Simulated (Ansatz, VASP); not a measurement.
## InP2: VASP beside Ansatz

```
In P
1.0
    -2.01466    2.01466   10.21368
     2.01466   -2.01466   10.21368
     2.01466    2.01466  -10.21368
In P
2 4
Direct
  0.00000 0.00000 0.00000
  0.75000 0.25000 0.50000
  0.85104 0.85104 0.00000
  0.60104 0.10104 0.50000
  0.89896 0.39896 0.50000
  0.14896 0.14896 0.00000
```

Alike in both runs: functional PBE; k mesh 6 × 6 × 6; occupations gaussian, width 0.1 eV; no spin polarisation.

Ansatz relaxed the structure, and its values are those at the end. VASP's run is a single point on that final structure, the one shown.

|  | VASP | Ansatz |
| --- | --- | --- |
| version | VASP 6.6.1 | Ansatz 0.2.0 |
| potentials or method | VASP PAW PBE potentials, release 64 (In_d, P), cutoff 520 eV | scalar-relativistic, plane waves, PAW |
| valence electrons in the cell | 46 | 46 |

|  | VASP | Ansatz | Ansatz less VASP |
| --- | --- | --- | --- |
| gap on the k mesh at the Fermi level (eV) | none | none | - |
| pressure (GPa) | 0.0 | 0.1 | +0.09 |
| rms of the force components (eV/Å) | 0.001 | 0.008 | +0.0063 |

A gap of «none» marks a metal or a gap that the smearing closes.

The k mesh is coarse, so the values compare programs but aren't converged.
